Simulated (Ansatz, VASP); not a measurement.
## SrCl2: VASP beside Ansatz

```
Sr Cl
1.0
     2.45672    1.41839    4.01532
    -2.45672    1.41839    4.01532
     0.00000   -2.83678    4.01532
Sr Cl
1 2
Direct
  0.00000 0.00000 0.00000
  0.24995 0.24995 0.24995
  0.75005 0.75005 0.75005
```

Alike in both runs: task single point; functional r2SCAN; k mesh 4 × 4 × 4; occupations methfessel-paxton of order 1, width 0.5 eV; no spin polarisation.

|  | VASP | Ansatz |
| --- | --- | --- |
| version | VASP 6.6.1 | Ansatz 0.2.0 |
| potentials or method | VASP PAW PBE potentials, release 64 (Sr_sv, Cl) | plane waves |
| plane-wave cutoff (eV) | 550 | 500 |
| valence electrons in the cell | 24 | 24 |

Ansatz gave:

| Item | Value |
| --- | --- |
| gap on the k mesh at the Fermi level (eV) | 5.98 |
| pressure (GPa) | 0.7 |

Estimate VASP's values.

gap on the k mesh at the Fermi level (eV): 5.99; pressure (GPa): 0.7.

VASP's potentials were made for PBE, not for r2SCAN. With one functional, cell and mesh, what is left measures potentials, basis and numerics.
